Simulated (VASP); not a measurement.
# Cd4Se3S in VASP: a series of runs, part 2 of 2

VASP 6.6.1. Earlier steps stand in the parts before.

### 4 Single point, PBE

INCAR reads:

```
SYSTEM = Cd4Se3S
PREC     = Accurate       ! precision mode
ENCUT    = 520            ! plane-wave cutoff, eV
EDIFF    = 1E-6           ! SCF threshold, eV
ISMEAR   = 0              ! smearing method
SIGMA    = 0.1            ! smearing width, eV
LREAL    = .FALSE.        ! projectors in reciprocal space
LASPH    = .TRUE.         ! aspherical terms in the spheres
NELM     = 80             ! most SCF steps
ALGO     = Normal         ! electronic algorithm
ISIF     = 2              ! what is computed and relaxed
LWAVE    = .FALSE.        ! write WAVECAR
LCHARG   = .FALSE.        ! write CHGCAR
GGA      = PE             ! functional
NBANDS   = 46             ! bands
```

KPOINTS reads:

```
regular mesh
0
G
  4 4 4
  0 0 0
```

POSCAR reads:

```
Cd4Se3S
1.0
    6.1279354000      0.0000000000      0.0000000000
    0.0000000000      6.1279354000      0.0000000000
    0.0000000000      0.0000000000      6.1279354000
Cd Se S
4 3 1
Direct
    0.7560960000      0.7560960000      0.2439040000
    0.7560960000      0.2439040000      0.7560960000
    0.2439040000      0.7560960000      0.7560960000
    0.2439040000      0.2439040000      0.2439040000
    0.0000000000      0.5000000000      0.5000000000
    0.5000000000      0.0000000000      0.5000000000
    0.5000000000      0.5000000000      0.0000000000
    0.0000000000      0.0000000000      0.0000000000
```

Potentials or basis: VASP PAW PBE potentials, release 64 (Cd, Se, S).

Launch:

```console
$ cat potpaw_PBE.64/Cd/POTCAR potpaw_PBE.64/Se/POTCAR potpaw_PBE.64/S/POTCAR > POTCAR
$ mpirun -np 1 vasp_std > vasp.out
```

OUTCAR:

```text
SYSTEM = Cd4Se3S
   PREC = Accurate
   ENCUT = 520
   EDIFF = 1E-6
   ISMEAR = 0
   LREAL = .FALSE.
   LASPH = .TRUE.
   NELM = 80
   ISIF = 2
   GGA = PE

 ion  position               nearest neighbor table
   1  0.756  0.756  0.244-   8 2.59   6 2.68   7 2.68   5 2.68
   2  0.756  0.244  0.756-   8 2.59   6 2.68   7 2.68   5 2.68
   3  0.244  0.756  0.756-   8 2.59   6 2.68   7 2.68   5 2.68
   4  0.244  0.244  0.244-   8 2.59   6 2.68   7 2.68   5 2.68
   5  0.000  0.500  0.500-   1 2.68   2 2.68   3 2.68   4 2.68
   6  0.500  0.000  0.500-   1 2.68   2 2.68   3 2.68   4 2.68
   7  0.500  0.500  0.000-   1 2.68   2 2.68   3 2.68   4 2.68
   8  0.000  0.000  0.000-   1 2.59   2 2.59   3 2.59   4 2.59

  LATTYP: Found a simple cubic cell.
 ALAT       =     6.1279354000

  Lattice vectors:

 A1 = (   6.1279354000,   0.0000000000,   0.0000000000)
 A2 = (   0.0000000000,   6.1279354000,   0.0000000000)
 A3 = (   0.0000000000,   0.0000000000,   6.1279354000)

Analysis of symmetry for initial positions (statically):
=====================================================================
 Subroutine PRICEL returns:
 Original cell was already a primitive cell.

 Routine SETGRP: Setting up the symmetry group for a
 simple cubic supercell.

 Subroutine GETGRP returns: Found 24 space group operations
 (whereof 24 operations were pure point group operations)
 out of a pool of 48 trial point group operations.

The static configuration has the point symmetry T_d .

Analysis of symmetry for dynamics (positions and initial velocities):
=====================================================================
 Subroutine PRICEL returns:
 Original cell was already a primitive cell.

 Routine SETGRP: Setting up the symmetry group for a
 simple cubic supercell.

 Subroutine GETGRP returns: Found 24 space group operations
 (whereof 24 operations were pure point group operations)
 out of a pool of 48 trial point group operations.

The dynamic configuration has the point symmetry T_d .

 Subroutine INISYM returns: Found 24 space group operations
[... 119 lines left out ...]
   GGA     = PE    functional components
   LHFCALC =     F    Hartree Fock is set to
   AEXX    =    0.0000 exact exchange contribution
   IVDW    =     0    specifies the selected vdW correction
   LEPSILON=     F    determine dielectric tensor
   LRPA    =     F    only Hartree local field effects (RPA)
 non-spin polarized calculation
 Gauss-broadening in eV      SIGMA  =   0.10
  energy-cutoff  :      520.00
  volume of cell :      230.11
 maximum number of plane-waves:      6217
 NGX is ok and might be reduce to    48
   NGX = 23   NGY = 23   NGZ = 23

 number of electron      72.0000026 magnetization

 Free energy of the ion-electron system (eV)
  ---------------------------------------------------
  ext. energy  EPLUGINS =         0.00000000
  ---------------------------------------------------
  free energy    TOTEN  =       -22.60785594 eV

  energy without entropy =      -22.60785556  energy(sigma->0) =      -22.60785575

 E-fermi :   0.9367     XC(G=0):  -8.7100

 val. band max:        0.6282874148   @ k =   0.0000   0.0000   0.0000
 cond. band min:       1.2277650886   @ k =   0.0000   0.0000   0.0000
 fundamental gap:      0.5994776738
 Fermi energy:         0.9367468648

 k-point     1 :       0.0000    0.0000    0.0000
  band No.  band energies     occupation
      1     -11.6326      2.00000
      2     -11.1955      2.00000
      3     -11.1955      2.00000
      4     -11.1599      2.00000
      5      -7.1075      2.00000
      6      -7.1075      2.00000
[... 479 lines left out ...]
     45       7.2303      0.00000
     46       7.2306      0.00000

------------------------ aborting loop because EDIFF is reached ----------------------------------------

  FORCE on cell =-STRESS in cart. coord.  units (eV):
  Direction    XX          YY          ZZ          XY          YZ          ZX
  --------------------------------------------------------------------------------------
  -------------------------------------------------------------------------------------
  Total        0.3722636      0.3722636      0.3722636     -0.0000000      0.0000000     -0.0000000
  in kB        2.5919022      2.5919022      2.5919022     -0.0000000      0.0000000     -0.0000000
  external PRESSURE =       2.5919022 kB  Pullay stress =       0.0000000 kB

 VOLUME and BASIS-vectors are now :
 -----------------------------------------------------------------------------
  energy-cutoff  :      520.00
  volume of cell :      230.11
      direct lattice vectors                 reciprocal lattice vectors
     6.127935400  0.000000000  0.000000000     0.163187099  0.000000000  0.000000000
     0.000000000  6.127935400  0.000000000     0.000000000  0.163187099  0.000000000
     0.000000000  0.000000000  6.127935400     0.000000000  0.000000000  0.163187099

 POSITION                                       TOTAL-FORCE (eV/Angst)
 -----------------------------------------------------------------------------------
      4.63331      4.63331      1.49463        -0.001610     -0.001610      0.001610
      4.63331      1.49463      4.63331        -0.001610      0.001610     -0.001610
      1.49463      4.63331      4.63331         0.001610     -0.001610     -0.001610
      1.49463      1.49463      1.49463         0.001610      0.001610      0.001610
      0.00000      3.06397      3.06397         0.000000     -0.000000     -0.000000
      3.06397      0.00000      3.06397        -0.000000     -0.000000     -0.000000
      3.06397      3.06397      0.00000         0.000000     -0.000000     -0.000000
      0.00000      0.00000      0.00000         0.000000     -0.000000     -0.000000
 -----------------------------------------------------------------------------------
    total drift:                               -0.000000     -0.000000     -0.000000

  FREE ENERGIE OF THE ION-ELECTRON SYSTEM (eV)
  ---------------------------------------------------
  free  energy   TOTEN  =       -22.6078559433 eV

  energy  without entropy=      -22.6078555632  energy(sigma->0) =      -22.60785575
```

OSZICAR:

```text
N       E                     dE             d eps       ncg     rms          rms(c)
DAV:   1     0.497323813231E+03    0.49732E+03   -0.33915E+04   920   0.140E+03
DAV:   2     0.864916653623E+01   -0.48867E+03   -0.47395E+03  1008   0.346E+02
DAV:   3    -0.238829263508E+02   -0.32532E+02   -0.32294E+02  1072   0.844E+01
DAV:   4    -0.243229625254E+02   -0.44004E+00   -0.43945E+00  1028   0.917E+00
DAV:   5    -0.243282809818E+02   -0.53185E-02   -0.53179E-02  1070   0.962E-01    0.120E+01
DAV:   6    -0.226617099373E+02    0.16666E+01   -0.35191E+00  1094   0.129E+01    0.953E+00
DAV:   7    -0.226109671756E+02    0.50743E-01   -0.12042E+00  1010   0.419E+00    0.441E+00
DAV:   8    -0.226094120317E+02    0.15551E-02   -0.13731E-01  1056   0.274E+00    0.572E-01
DAV:   9    -0.226070630474E+02    0.23490E-02   -0.26908E-02  1058   0.132E+00    0.168E-01
DAV:  10    -0.226075657310E+02   -0.50268E-03   -0.26174E-03   974   0.319E-01    0.126E-01
DAV:  11    -0.226077499916E+02   -0.18426E-03   -0.24037E-04  1020   0.730E-02    0.472E-02
DAV:  12    -0.226078484232E+02   -0.98432E-04   -0.13247E-04   968   0.463E-02    0.228E-02
DAV:  13    -0.226078564573E+02   -0.80341E-05   -0.13497E-05  1010   0.171E-02    0.102E-02
DAV:  14    -0.226078559433E+02    0.51400E-06   -0.64989E-06   934   0.155E-02
   1 F= -.22607856E+02 E0= -.22607856E+02  d E =-.380051E-06
```

stdout:

```text
POSCAR found type information on POSCAR CdSeS
 POSCAR found :  3 types and       8 ions
 scaLAPACK will be used
 LDA part: xc-table for (Slater+PW92), standard interpolation
 POSCAR, INCAR and KPOINTS ok, starting setup
 FFT: planning ... GRIDC
 FFT: planning ... GRID_SOFT
 FFT: planning ... GRID
 WAVECAR not read
 entering main loop
```

It took 2.8 min on 1 thread of Intel Xeon 8259CL, shared host; peak memory 0.37 GiB.

Results:

```yaml
Free_energy: -22.6079 eV
Pressure: 0.3 GPa
Band_gap_on_the_k_mesh: 0.60 eV
```

Forces on the atoms (eV/Å):
```
Cd  -0.002 -0.002  0.002
Cd  -0.002  0.002 -0.002
Cd   0.002 -0.002 -0.002
Cd   0.002  0.002  0.002
Se   0.000  0.000  0.000
Se   0.000  0.000  0.000
Se   0.000  0.000  0.000
S    0.000  0.000  0.000
```

Levels at points of the mesh, in eV from the valence-band top:
```tsv
k point	band 34	band 35	band 36	band 37	band 38	band 39
(0.00, 0.00, 0.00)	0.00	0.00	0.00	0.60	3.21	3.21
(0.50, 0.00, 0.00)	-1.06	-0.81	-0.81	3.16	3.23	4.34
(0.50, 0.50, 0.00)	-0.84	-0.63	-0.53	3.66	3.67	3.75
(0.50, 0.50, 0.50)	-0.60	-0.51	-0.51	2.31	2.50	2.50
```

### 5 Single point, PBE

INCAR reads:

```
  ALGO = Normal
  EDIFF = 1E-7
  ENCUT = 520
  GGA = PE
  ISIF = 2
  ISMEAR = 0
  LASPH = T
  LCHARG = T
  LELF = T
  LREAL = F
  LVHAR = T
  LWAVE = F
  NBANDS = 46
  NELM = 100
  PREC = Accurate
  SIGMA = 0.02
```

KPOINTS reads:

```
k-points
0
Gamma
  6 6 6
```

POSCAR is that of step 4.

Potentials or basis: VASP PAW PBE potentials, release 64 (Cd, Se, S).

Launch:

```console
$ cat potpaw_PBE.64/Cd/POTCAR potpaw_PBE.64/Se/POTCAR potpaw_PBE.64/S/POTCAR > POTCAR
$ mpirun -np 1 vasp_std > vasp.out
```

OUTCAR:

```text
EDIFF = 1E-7
   ENCUT = 520
   GGA = PE
   ISIF = 2
   ISMEAR = 0
   LASPH = T
   LREAL = F
   NELM = 100
   PREC = Accurate

 ion  position               nearest neighbor table
   1  0.756  0.756  0.244-   8 2.59   6 2.68   7 2.68   5 2.68
   2  0.756  0.244  0.756-   8 2.59   6 2.68   7 2.68   5 2.68
   3  0.244  0.756  0.756-   8 2.59   6 2.68   7 2.68   5 2.68
   4  0.244  0.244  0.244-   8 2.59   6 2.68   7 2.68   5 2.68
   5  0.000  0.500  0.500-   1 2.68   2 2.68   3 2.68   4 2.68
   6  0.500  0.000  0.500-   1 2.68   2 2.68   3 2.68   4 2.68
   7  0.500  0.500  0.000-   1 2.68   2 2.68   3 2.68   4 2.68
   8  0.000  0.000  0.000-   1 2.59   2 2.59   3 2.59   4 2.59

  LATTYP: Found a simple cubic cell.
 ALAT       =     6.1279354000

  Lattice vectors:

 A1 = (   6.1279354000,   0.0000000000,   0.0000000000)
 A2 = (   0.0000000000,   6.1279354000,   0.0000000000)
 A3 = (   0.0000000000,   0.0000000000,   6.1279354000)

Analysis of symmetry for initial positions (statically):
=====================================================================
 Subroutine PRICEL returns:
 Original cell was already a primitive cell.

 Routine SETGRP: Setting up the symmetry group for a
 simple cubic supercell.

 Subroutine GETGRP returns: Found 24 space group operations
 (whereof 24 operations were pure point group operations)
 out of a pool of 48 trial point group operations.

The static configuration has the point symmetry T_d .

Analysis of symmetry for dynamics (positions and initial velocities):
=====================================================================
 Subroutine PRICEL returns:
 Original cell was already a primitive cell.

 Routine SETGRP: Setting up the symmetry group for a
 simple cubic supercell.

 Subroutine GETGRP returns: Found 24 space group operations
 (whereof 24 operations were pure point group operations)
 out of a pool of 48 trial point group operations.

[... 130 lines left out ...]
  Thomas-Fermi vector in A             =   2.247965
   LORBIT       =      0    0 simple, 1 ext, 2 COOP (PROOUT), +10 PAW based schemes
   GGA     = PE    functional components
   LHFCALC =     F    Hartree Fock is set to
   AEXX    =    0.0000 exact exchange contribution
   IVDW    =     0    specifies the selected vdW correction
   LEPSILON=     F    determine dielectric tensor
   LRPA    =     F    only Hartree local field effects (RPA)
 non-spin polarized calculation
 Gauss-broadening in eV      SIGMA  =   0.02
  energy-cutoff  :      520.00
  volume of cell :      230.11
 maximum number of plane-waves:      6220
 NGX is ok and might be reduce to    48
   NGX = 23   NGY = 23   NGZ = 23

 number of electron      72.0000026 magnetization

 Free energy of the ion-electron system (eV)
  ---------------------------------------------------
  ext. energy  EPLUGINS =         0.00000000
  ---------------------------------------------------
  free energy    TOTEN  =       -22.61225765 eV

  energy without entropy =      -22.61225765  energy(sigma->0) =      -22.61225765

 E-fermi :   0.7273     XC(G=0):  -8.7102

 val. band max:        0.6271234301   @ k =   0.0000   0.0000   0.0000
 cond. band min:       1.2275557534   @ k =   0.0000   0.0000   0.0000
 fundamental gap:      0.6004323234
 Fermi energy:         0.7272533343

 k-point     1 :       0.0000    0.0000    0.0000
  band No.  band energies     occupation
      1     -11.6340      2.00000
      2     -11.1969      2.00000
      3     -11.1969      2.00000
      4     -11.1613      2.00000
      5      -7.1071      2.00000
      6      -7.1071      2.00000
[... 969 lines left out ...]
     45       7.2294      0.00000
     46       7.2302      0.00000

------------------------ aborting loop because EDIFF is reached ----------------------------------------

  FORCE on cell =-STRESS in cart. coord.  units (eV):
  Direction    XX          YY          ZZ          XY          YZ          ZX
  --------------------------------------------------------------------------------------
  -------------------------------------------------------------------------------------
  Total        0.3756268      0.3756268      0.3756268      0.0000000     -0.0000000     -0.0000000
  in kB        2.6153188      2.6153188      2.6153188      0.0000000     -0.0000000     -0.0000000
  external PRESSURE =       2.6153188 kB  Pullay stress =       0.0000000 kB

 VOLUME and BASIS-vectors are now :
 -----------------------------------------------------------------------------
  energy-cutoff  :      520.00
  volume of cell :      230.11
      direct lattice vectors                 reciprocal lattice vectors
     6.127935400  0.000000000  0.000000000     0.163187099  0.000000000  0.000000000
     0.000000000  6.127935400  0.000000000     0.000000000  0.163187099  0.000000000
     0.000000000  0.000000000  6.127935400     0.000000000  0.000000000  0.163187099

 POSITION                                       TOTAL-FORCE (eV/Angst)
 -----------------------------------------------------------------------------------
      4.63331      4.63331      1.49463        -0.001433     -0.001433      0.001433
      4.63331      1.49463      4.63331        -0.001433      0.001433     -0.001433
      1.49463      4.63331      4.63331         0.001433     -0.001433     -0.001433
      1.49463      1.49463      1.49463         0.001433      0.001433      0.001433
      0.00000      3.06397      3.06397        -0.000000      0.000000     -0.000000
      3.06397      0.00000      3.06397        -0.000000      0.000000      0.000000
      3.06397      3.06397      0.00000        -0.000000      0.000000     -0.000000
      0.00000      0.00000      0.00000        -0.000000      0.000000     -0.000000
 -----------------------------------------------------------------------------------
    total drift:                               -0.000000     -0.000000     -0.000000

  FREE ENERGIE OF THE ION-ELECTRON SYSTEM (eV)
  ---------------------------------------------------
  free  energy   TOTEN  =       -22.6122576532 eV

  energy  without entropy=      -22.6122576532  energy(sigma->0) =      -22.61225765
```

OSZICAR:

```text
N       E                     dE             d eps       ncg     rms          rms(c)
DAV:   1     0.492049504822E+03    0.49205E+03   -0.33686E+04  1840   0.140E+03
DAV:   2     0.747093089065E+01   -0.48458E+03   -0.47152E+03  2036   0.345E+02
DAV:   3    -0.239455935736E+02   -0.31417E+02   -0.31212E+02  2154   0.835E+01
DAV:   4    -0.243254679355E+02   -0.37987E+00   -0.37948E+00  2058   0.885E+00
DAV:   5    -0.243299553852E+02   -0.44874E-02   -0.44871E-02  2156   0.924E-01    0.120E+01
DAV:   6    -0.226655488359E+02    0.16644E+01   -0.35154E+00  2208   0.129E+01    0.952E+00
DAV:   7    -0.226155152901E+02    0.50034E-01   -0.11997E+00  1996   0.419E+00    0.441E+00
DAV:   8    -0.226138411341E+02    0.16742E-02   -0.13721E-01  2146   0.274E+00    0.574E-01
DAV:   9    -0.226114575867E+02    0.23835E-02   -0.26681E-02  2122   0.132E+00    0.169E-01
DAV:  10    -0.226119762886E+02   -0.51870E-03   -0.27624E-03  1994   0.319E-01    0.127E-01
DAV:  11    -0.226121347655E+02   -0.15848E-03   -0.20954E-04  2072   0.731E-02    0.486E-02
DAV:  12    -0.226122478624E+02   -0.11310E-03   -0.14824E-04  1966   0.497E-02    0.278E-02
DAV:  13    -0.226122576868E+02   -0.98244E-05   -0.17142E-05  2032   0.182E-02    0.122E-02
DAV:  14    -0.226122569874E+02    0.69938E-06   -0.59655E-06  2110   0.150E-02    0.346E-03
DAV:  15    -0.226122578152E+02   -0.82777E-06   -0.26024E-06  1986   0.706E-03    0.241E-03
DAV:  16    -0.226122576134E+02    0.20175E-06   -0.55813E-07  1636   0.493E-03    0.198E-03
DAV:  17    -0.226122576532E+02   -0.39785E-07   -0.10478E-07  1280   0.114E-03
   1 F= -.22612258E+02 E0= -.22612258E+02  d E =-.203955E-14
```

It took 5.5 min on 1 thread of Intel Xeon 8259CL, shared host; peak memory 0.44 GiB.

What came out:

```
Free energy            : -22.6123 eV
Pressure               : 0.3 GPa
Band gap on the k mesh : 0.60 eV
```

Forces on the atoms (eV/Å):
```
Cd  -0.001 -0.001  0.001
Cd  -0.001  0.001 -0.001
Cd   0.001 -0.001 -0.001
Cd   0.001  0.001  0.001
Se   0.000  0.000  0.000
Se   0.000  0.000  0.000
Se   0.000  0.000  0.000
S    0.000  0.000  0.000
```

Levels at points of the mesh, in eV from the valence-band top:
| k point | band 34 | band 35 | band 36 | band 37 | band 38 | band 39 |
| --- | --- | --- | --- | --- | --- | --- |
| (0.00, 0.00, 0.00) | 0.00 | 0.00 | 0.00 | 0.60 | 3.21 | 3.21 |
| (0.50, 0.00, 0.00) | -1.06 | -0.81 | -0.81 | 3.16 | 3.23 | 4.34 |
| (0.50, 0.50, 0.00) | -0.84 | -0.63 | -0.53 | 3.66 | 3.67 | 3.75 |
| (0.50, 0.50, 0.50) | -0.60 | -0.51 | -0.51 | 2.31 | 2.50 | 2.50 |

### 6 Single point, PBE

INCAR reads:

```
SYSTEM = Cd4Se3S
PREC     = Accurate       ! precision mode
ENCUT    = 520            ! plane-wave cutoff, eV
EDIFF    = 1E-6           ! SCF threshold, eV
ISMEAR   = 0              ! smearing method
SIGMA    = 0.02           ! smearing width, eV
LREAL    = .FALSE.        ! projectors in reciprocal space
LASPH    = .TRUE.         ! aspherical terms in the spheres
NELM     = 60             ! most SCF steps
ALGO     = Normal         ! electronic algorithm
ISIF     = 2              ! what is computed and relaxed
LWAVE    = .FALSE.        ! write WAVECAR
LCHARG   = .FALSE.        ! write CHGCAR
GGA      = PE             ! functional
NBANDS   = 46             ! bands
```

KPOINTS reads:

```
Automatic mesh
0
G
  6 6 6
  0 0 0
```

POSCAR is that of step 5.

Potentials or basis: VASP PAW PBE potentials, release 64 (Cd, Se, S).

Launch:

```console
$ cat potpaw_PBE.64/Cd/POTCAR potpaw_PBE.64/Se/POTCAR potpaw_PBE.64/S/POTCAR > POTCAR
$ mpirun -np 1 vasp_std > vasp.out
```

Run time: 5.1 min. Hardware: 1 thread of Intel Xeon 8259CL, shared host; peak memory 0.43 GiB.

The run converged. Its results:

```
Free energy            : -22.6123 eV
Pressure               : 0.3 GPa
Band gap on the k mesh : 0.60 eV
```

Forces in eV/Å, atoms in the order of the input:
```
Cd  -0.001 -0.001  0.001
Cd  -0.001  0.001 -0.001
Cd   0.001 -0.001 -0.001
Cd   0.001  0.001  0.001
Se   0.000  0.000  0.000
Se   0.000  0.000  0.000
Se   0.000  0.000  0.000
S    0.000  0.000  0.000
```

Levels at points of the mesh, in eV from the valence-band top:
```tsv
k point	band 33	band 34	band 35	band 36	band 37	band 38	band 39	band 40
(0.00, 0.00, 0.00)	-1.62	0.00	0.00	0.00	0.60	3.21	3.21	3.52
(0.50, 0.00, 0.00)	-1.06	-1.06	-0.81	-0.81	3.16	3.23	4.34	4.41
(0.50, 0.50, 0.00)	-0.84	-0.84	-0.63	-0.53	3.66	3.67	3.75	3.75
(0.50, 0.50, 0.50)	-0.60	-0.60	-0.51	-0.51	2.31	2.50	2.50	2.50
```

### 7 Summary

```csv
cell,k mesh,smearing,gap on the mesh (eV),pressure (GPa),largest force (eV/Å)
"a = 6.128 Å, 8 atoms",2 × 2 × 2,gaussian 0.1 eV,0.58,0.4,0.01
"a = 6.133, b = 6.133, c = 6.134 Å, 8 atoms",2 × 2 × 2,gaussian 0.1 eV,0.58,0.3,0.01
"a = 6.128 Å, 8 atoms",4 × 4 × 4,gaussian 0.1 eV,0.60,0.3,-
"a = 6.128 Å, 8 atoms",6 × 6 × 6,gaussian 0.02 eV,0.60,0.3,-
```

Alike in all rows: task single point; level PBE; potentials or basis VASP PAW PBE potentials, release 64 (Cd, Se, S); no spin polarisation; cutoff (eV) 520.

Caveats: some runs use coarse meshes.

Total energies depend on the potentials used, so only differences within one code and one set of settings carry meaning.
